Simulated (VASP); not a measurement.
# B2Te3 (P-62m) in VASP: notebook

B2Te3 is run at these levels: PBE; tasks: relaxation of cell and atoms.

Everything below comes from runs of VASP 6.6.1. Logs are shortened: lines on timing, memory, paths and dates and some standing lists are left out, and cuts for length are marked.

**1. The cell of the first run**

Symmetry: P-62m, No. 189, hexagonal system. Conventional cell: a = 3.239 Å, b = 3.239 Å, c = 7.851 Å, α = 90.00°, β = 90.00°, γ = 120.00°. B (site symmetry -6) has 3 B at 1.87 Å within 2.5 Å. Te (site symmetry m2m) has 6 Te at 1.77 to 2.08 Å within 2.4 Å.

The cell was generated, and may not be a known phase.

**2. Relaxation of cell and atoms, PBE**

Input file INCAR:

```
PREC = Accurate
ENCUT = 600
EDIFF = 1E-6
ISMEAR = 0
SIGMA = 0.1
LREAL = F
LASPH = T
NELM = 100
ALGO = Normal
ISIF = 3
LWAVE = F
LCHARG = F
GGA = PE
IBRION = 2
NSW = 90
EDIFFG = -0.04
```

Input file KPOINTS:

```
regular mesh
0
Gamma
  6 6 2
```

Input file POSCAR:

```
B2Te3
1.0
    3.2391309100      0.0000000000      0.0000000000
   -1.6195654600      2.8051696500      0.0000000000
    0.0000000000      0.0000000000      7.8514408900
B Te
2 3
Direct
    0.3333333300      0.6666666700      0.5000000000
    0.6666666700      0.3333333300      0.5000000000
    0.3705962100      0.0000000000      0.0000000000
    0.0000000000      0.3705962100      0.0000000000
    0.6294037900      0.6294037900      0.0000000000
```

Potentials or basis: VASP PAW PBE potentials, release 64 (B, Te).

On the command line:

```console
cat potpaw_PBE.64/B/POTCAR potpaw_PBE.64/Te/POTCAR > POTCAR
mpirun -np 1 vasp_std > vasp.out
```

OUTCAR:

```text
PREC = Accurate
   ENCUT = 600
   EDIFF = 1E-6
   ISMEAR = 0
   LREAL = F
   LASPH = T
   NELM = 100
   ISIF = 3
   GGA = PE
   IBRION = 2
   NSW = 90
   EDIFFG = -0.04

 ion  position               nearest neighbor table
   1  0.333  0.667  0.500-   2 1.87   2 1.87   2 1.87
   2  0.667  0.333  0.500-   1 1.87   1 1.87   1 1.87
   3  0.371  0.000  0.000-   4 1.77   4 1.77   5 1.77   5 1.77   5 2.08   4 2.08   5 3.53   4 3.53

   4  0.000  0.371  0.000-   3 1.77   3 1.77   5 1.77   5 1.77   5 2.08   3 2.08   5 3.53   3 3.53

   5  0.629  0.629  0.000-   3 1.77   4 1.77   3 1.77   4 1.77   4 2.08   3 2.08   4 3.53   3 3.53

 -----------------------------------------------------------------------------
|                                                                             |
|           W    W    AA    RRRRR   N    N  II  N    N   GGGG   !!!           |
|           W    W   A  A   R    R  NN   N  II  NN   N  G    G  !!!           |
|           W    W  A    A  R    R  N N  N  II  N N  N  G       !!!           |
|           W WW W  AAAAAA  RRRRR   N  N N  II  N  N N  G  GGG   !            |
|           WW  WW  A    A  R   R   N   NN  II  N   NN  G    G                |
|           W    W  A    A  R    R  N    N  II  N    N   GGGG   !!!           |
|                                                                             |
|     The distance between some ions is very small. Please check the          |
|     nearest-neighbor list in the OUTCAR file.                               |
|     I HOPE YOU KNOW WHAT YOU ARE DOING!                                     |
|                                                                             |
 -----------------------------------------------------------------------------

  LATTYP: Found a hexagonal cell.
 ALAT       =     3.2391309100
 C/A-ratio  =     2.4239344158

  Lattice vectors:

 A1 = (   3.2391309100,   0.0000000000,   0.0000000000)
 A2 = (  -1.6195654600,   2.8051696500,   0.0000000000)
 A3 = (   0.0000000000,   0.0000000000,   7.8514408900)

Analysis of symmetry for initial positions (statically):
=====================================================================
 Subroutine PRICEL returns:
 Original cell was already a primitive cell.

 Routine SETGRP: Setting up the symmetry group for a
 hexagonal supercell.

 Subroutine GETGRP returns: Found 12 space group operations
 (whereof 12 operations were pure point group operations)
 out of a pool of 24 trial point group operations.

The static configuration has the point symmetry D_3h.

Analysis of symmetry for dynamics (positions and initial velocities):
=====================================================================
 Subroutine PRICEL returns:
 Original cell was already a primitive cell.

 Routine SETGRP: Setting up the symmetry group for a
 hexagonal supercell.

 Subroutine GETGRP returns: Found 12 space group operations
 (whereof 12 operations were pure point group operations)
 out of a pool of 24 trial point group operations.

The dynamic configuration has the point symmetry D_3h.

 Subroutine INISYM returns: Found 12 space group operations
 (whereof 12 operations are pure point group operations),
 and found     1 'primitive' translations

----------------------------------------------------------------------------------------

                                     Primitive cell

  volume of cell :      71.3406

  direct lattice vectors                    reciprocal lattice vectors
     3.239130910  0.000000000  0.000000000     0.308724787  0.178242340  0.000000000
    -1.619565460  2.805169650  0.000000000     0.000000000  0.356484678  0.000000000
     0.000000000  0.000000000  7.851440890     0.000000000  0.000000000  0.127365157

  length of vectors
     3.239130910  3.239130909  7.851440890     0.356484678  0.356484678  0.127365157

  position of ions in fractional coordinates (direct lattice)
     0.333333330  0.666666670  0.500000000
     0.666666670  0.333333330  0.500000000
     0.370596210  0.000000000  0.000000000
     0.000000000  0.370596210  0.000000000
     0.629403790  0.629403790  0.000000000

  ion indices of the primitive-cell ions
   primitive index   ion index
                 1           1
                 2           2
                 3           3
                 4           4
                 5           5

----------------------------------------------------------------------------------------

 KPOINTS: regular mesh

Automatic generation of k-mesh.
 Grid dimensions read from file:
 generate k-points for:    6    6    2

 Generating k-lattice:

  Cartesian coordinates                     Fractional coordinates (reciprocal lattice)
     0.051454131  0.029707057  0.000000000     0.166666667  0.000000000  0.000000000
     0.000000000  0.059414113  0.000000000     0.000000000  0.166666667  0.000000000
     0.000000000  0.000000000  0.063682578     0.000000000  0.000000000  0.500000000

  Length of vectors
     0.059414113  0.059414113  0.063682578

  Shift w.r.t. Gamma in fractional coordinates (k-lattice)
     0.000000000  0.000000000  0.000000000

 Subroutine IBZKPT returns following result:
 ===========================================

 Found     14 irreducible k-points:

 Following reciprocal coordinates:
            Coordinates               Weight
  0.000000  0.000000  0.000000      1.000000
  0.166667 -0.000000  0.000000      6.000000
  0.333333 -0.000000  0.000000      6.000000
  0.500000 -0.000000  0.000000      3.000000
  0.166667  0.166667  0.000000      6.000000
  0.333333  0.166667  0.000000     12.000000
  0.333333  0.333333  0.000000      2.000000
  0.000000  0.000000  0.500000      1.000000
  0.166667 -0.000000  0.500000      6.000000
  0.333333 -0.000000  0.500000      6.000000
  0.500000 -0.000000  0.500000      3.000000
  0.166667  0.166667  0.500000      6.000000
  0.333333  0.166667  0.500000     12.000000
  0.333333  0.333333  0.500000      2.000000
   k-points           NKPTS =     14   k-points in BZ     NKDIM =     14   number of bands    NBANDS=     16
   number of dos      NEDOS =    301   number of ions     NIONS =      5
   total plane-waves  NPLWV =  50176
   dimension x,y,z NGX =    28 NGY =   28 NGZ =   64
   dimension x,y,z NGXF=    56 NGYF=   56 NGZF=  128
   ions per type =               2   3
   NGX,Y,Z   is equivalent  to a cutoff of  14.37, 14.37, 13.55 a.u.
   NGXF,Y,Z  is equivalent  to a cutoff of  28.74, 28.74, 27.10 a.u.
 SYSTEM =  unknown system
   PREC   = accura    normal or accurate (medium, high low for compatibility)
   ISTART =      0    job   : 0-new  1-cont  2-samecut
   ICHARG =      2    charge: 1-file 2-atom 10-const
   ISPIN  =      1    spin polarized calculation?
   LNONCOLLINEAR =      F non collinear calculations
   LSORBIT =      F    spin-orbit coupling
   LASPH  =      T    aspherical Exc in radial PAW
   ENCUT  =  600.0 eV  44.10 Ry    6.64 a.u.   6.47  6.47 15.68*2*pi/ulx,y,z
   NELM   =    100;   NELMIN=  2; NELMDL= -5     # of ELM steps
   EDIFF  = 0.1E-05   stopping-criterion for ELM
   LREAL  =      F    real-space projection
   EDIFFG = -.4E-01   stopping-criterion for IOM
   NSW    =     90    number of steps for IOM
   IBRION =      2    ionic relax: 0-MD 1-quasi-New 2-CG
   NFREE  =      1    steps in history (QN), initial steepest desc. (CG)
   ISIF   =      3    stress and relaxation
   ISYM   =      2    0-nonsym 1-usesym 2-fastsym
   POTIM  = 0.5000    time-step for ionic-motion
   TEBEG  =    0.0;   TEEND  =   0.0 temperature during run
   PSTRESS=    0.0 pullay stress
   NELECT =      24.0000    total number of electrons
   NUPDOWN=      -1.0000    fix difference up-down
   EMIN   =  10.00;   EMAX   =-10.00  energy-range for DOS
   EFERMI =   0.00;   METHOD = LEGACY
   ISMEAR =     0;   SIGMA  =   0.10  broadening in eV -4-tet -1-fermi 0-gaus
   EFERMI_NEDOS =   21; number of points for ismear=-14 and -15
   IALGO  =     38    algorithm
   IMIX   =      4    mixing-type and parameters
     AMIX     =   0.40;   BMIX     =  1.00
     AMIX_MAG =   1.60;   BMIX_MAG =  1.00
  volume/ion in A,a.u.               =      14.27        96.29
  Fermi-wavevector in a.u.,A,eV,Ry     =   1.138587  2.151618 17.638328  1.296381
  Thomas-Fermi vector in A             =   2.275291
   LORBIT       =      0    0 simple, 1 ext, 2 COOP (PROOUT), +10 PAW based schemes
   GGA     = PE    functional components
   LHFCALC =     F    Hartree Fock is set to
   AEXX    =    0.0000 exact exchange contribution
   IVDW    =     0    specifies the selected vdW correction
   LEPSILON=     F    determine dielectric tensor
   LRPA    =     F    only Hartree local field effects (RPA)
 conjugate gradient relaxation of ions
 non-spin polarized calculation
 Gauss-broadening in eV      SIGMA  =   0.10
  energy-cutoff  :      600.00
  volume of cell :       71.34
 maximum number of plane-waves:      2408
 NGX is ok and might be reduce to    28
   NGX = 13   NGY = 13   NGZ = 31

--------------------------------------- Ionic step        1  -------------------------------------------

 number of electron      24.0000000 magnetization

 Free energy of the ion-electron system (eV)
  ---------------------------------------------------
  ext. energy  EPLUGINS =         0.00000000
  ---------------------------------------------------
  free energy    TOTEN  =       126.30822590 eV

  energy without entropy =      126.33408315  energy(sigma->0) =      126.32115453

------------------------ aborting loop because EDIFF is reached ----------------------------------------

  FORCE on cell =-STRESS in cart. coord.  units (eV):
  Direction    XX          YY          ZZ          XY          YZ          ZX
  --------------------------------------------------------------------------------------
  -------------------------------------------------------------------------------------
  Total      440.5254709    440.5254696     -5.1151236     -0.0000008     -0.0000000     -0.0000000
  in kB     9893.3781489   9893.3781189   -114.8761080     -0.0000176     -0.0000000     -0.0000000
  external PRESSURE =    6557.2933866 kB  Pullay stress =       0.0000000 kB
[... 1181 lines left out ...]
      3      -2.5096      2.00000
      4      -0.7872      2.00000
      5      -0.7872      2.00000
      6       2.0977      2.00000
[... 8 lines left out ...]
     15      13.2219      0.00000
     16      13.2219      0.00000

[... ionic steps 4 to 26 ...]

--------------------------------------- Ionic step       27  -------------------------------------------

 number of electron      23.9999984 magnetization

------------------------ aborting loop because EDIFF is reached ----------------------------------------
[... 73 lines left out ...]
--------------------------------------- Ionic step       29  -------------------------------------------

 number of electron      23.9999984 magnetization

 Free energy of the ion-electron system (eV)
  ---------------------------------------------------
  ext. energy  EPLUGINS =         0.00000000
  ---------------------------------------------------
  free energy    TOTEN  =       -15.55242956 eV

  energy without entropy =      -15.53375531  energy(sigma->0) =      -15.54309243

 E-fermi :   5.5888     XC(G=0):  -9.2803

 val. band max:        5.5687076825   @ k =   0.0000   0.0000   0.0000
 cond. band min:       5.6013036327   @ k =   0.1667   0.1667   0.5000
 fundamental gap:      0.0325959502
 Fermi energy:         5.5887574009
[... 296 lines left out ...]
  FREE ENERGIE OF THE ION-ELECTRON SYSTEM (eV)
  ---------------------------------------------------
  free  energy   TOTEN  =       -15.5524295612 eV

  energy  without entropy=      -15.5337553067  energy(sigma->0) =      -15.54309243

 reached required accuracy - stopping structural energy minimisation
```

Run time: 29 min. Hardware: 1 thread of Intel Xeon 8259CL, shared host; peak memory 0.23 GiB.

What came out:

```yaml
Free_energy: -15.5524 eV
Relaxed_volume: 24.27 Å³/atom
Relaxed_cell: a = 5.813 Å, b = 5.813 Å, c = 4.146 Å, α = 90.00°, β = 90.00°, γ = 120.00°
Space_group_after_relaxing_to_0.1_Å: P-62m (No. 189)
Pressure_after_relaxing: 0.0 GPa
Largest_force_after_relaxing: 0.006 eV/Å
Band_gap_on_the_k_mesh: zero (bands 12 and 13 overlap by 1.08 eV)
```

Forces in eV/Å, atoms in the order of the input:
```
B    0.000  0.000  0.000
B    0.000  0.000  0.000
Te  -0.006  0.000  0.000
Te   0.003 -0.005  0.000
Te   0.003  0.005  0.000
```

Final structure:
```
CELL_PARAMETERS angstrom
5.81309 0.00000 0.00000
-2.90655 5.03428 0.00000
0.00000 0.00000 4.14584
ATOMIC_POSITIONS crystal
B 0.33333 0.66667 0.50000
B 0.66667 0.33333 0.50000
Te 0.60468 0.00000 0.00000
Te 0.00000 0.60468 0.00000
Te 0.39532 0.39532 0.00000
```

Caveat: the k points lie up to 0.76 Å⁻¹ apart in the final cell, too coarse for converged energies and pressures of a metal; the volume moved by over 15 % at a fixed basis, so the end points are rough; spin-orbit coupling is left out, which moves the levels of the heavy elements.

**3. Relaxation of cell and atoms, PBE**

This run uses another cell than the first one, of 25.09 Å³/atom.

Input file INCAR:

```
PREC     = Accurate       # precision mode
ENCUT    = 600            # plane-wave cutoff, eV
EDIFF    = 1E-6           # SCF threshold, eV
ISMEAR   = 0              # smearing method
SIGMA    = 0.1            # smearing width, eV
LREAL    = False          # projectors in reciprocal space
LASPH    = True           # aspherical terms in the spheres
NELM     = 60             # most SCF steps
ALGO     = Normal         # electronic algorithm
ISIF     = 3              # what is computed and relaxed
LWAVE    = False          # write WAVECAR
LCHARG   = False          # write CHGCAR
GGA      = PE             # functional
IBRION   = 2              # ionic algorithm
NSW      = 90             # ionic steps
EDIFFG   = -0.04          # ionic threshold
```

Input file KPOINTS:

```
regular mesh
0
Gamma
  3 3 4
```

Input file POSCAR:

```
B2Te3
1.0
    5.9185344355      0.0000000000      0.0000000000
   -2.9592672178      5.1256011743      0.0000000000
    0.0000000000      0.0000000000      4.1349780417
B Te
2 3
Direct
    0.3333333333      0.6666666667      0.5000000000
    0.6666666667      0.3333333333      0.5000000000
    0.4058568933      0.0000000000      0.0000000000
    0.0000000000      0.4058568933      0.0000000000
    0.5941431067      0.5941431067      0.0000000000
```

Potentials or basis: VASP PAW PBE potentials, release 64 (B, Te).

On the command line:

```console
cat potpaw_PBE.64/B/POTCAR potpaw_PBE.64/Te/POTCAR > POTCAR
mpirun -np 1 vasp_std > vasp.out
```

Run time: 9.6 min. Hardware: 1 thread of Intel Xeon 8259CL, shared host; peak memory 0.3 GiB.

The run converged. Its results:

* Free energy: -18.0655 eV
* Relaxed volume: 21.68 Å³/atom
* Relaxed cell: a = 6.256 Å, b = 6.256 Å, c = 3.198 Å, α = 90.00°, β = 90.00°, γ = 120.00°
* Space group after relaxing (to 0.1 Å): P-62m (No. 189)
* Pressure after relaxing: 0.0 GPa
* Largest force after relaxing: 0.004 eV/Å
* Band gap on the k mesh: zero (bands 12 and 13 overlap by 2.11 eV)

Forces on the atoms (eV/Å):
```
B    0.000  0.000  0.000
B    0.000  0.000  0.000
Te  -0.004  0.000  0.000
Te   0.002 -0.004  0.000
Te   0.002  0.004  0.000
```

Stress tensor (GPa, compression positive):
```
 0.19  0.00  0.00
 0.00  0.19  0.00
 0.00  0.00 -0.27
```

Final structure:
```cif
data_structure
_symmetry_space_group_name_H-M 'P 1'
_symmetry_Int_Tables_number 1
_cell_length_a 6.2559
_cell_length_b 6.2559
_cell_length_c 3.1980
_cell_angle_alpha 90.000
_cell_angle_beta 90.000
_cell_angle_gamma 120.000
_cell_volume 108.39
loop_
_atom_site_label
_atom_site_type_symbol
_atom_site_fract_x
_atom_site_fract_y
_atom_site_fract_z
_atom_site_occupancy
B1 B 0.33333 0.66667 0.50000 1
B2 B 0.66667 0.33333 0.50000 1
Te1 Te 0.37947 0.00000 0.00000 1
Te2 Te 0.00000 0.37947 0.00000 1
Te3 Te 0.62053 0.62053 0.00000 1
```

Levels at points of the mesh, in eV from the Fermi level:
| k point | band 8 | band 9 | band 10 | band 11 | band 12 | band 13 | band 14 | band 15 | band 16 |
| --- | --- | --- | --- | --- | --- | --- | --- | --- | --- |
| (0.00, 0.00, 0.00) | -1.59 | -0.70 | -0.70 | 1.12 | 1.49 | 2.31 | 2.31 | 3.05 | 3.05 |
| (0.00, 0.00, 0.50) | -5.43 | -3.03 | -3.03 | -2.13 | -0.62 | -0.62 | 1.16 | 1.79 | 1.79 |

Caveat: the k points lie up to 0.49 Å⁻¹ apart in the final cell, too coarse for converged energies and pressures of a metal; a cell axis changed by over 15 % at a fixed basis, so the end point is rough; spin-orbit coupling is left out, which moves the levels of the heavy elements.

The gap in the log of VASP goes by the Fermi energy; the results here count the filled bands.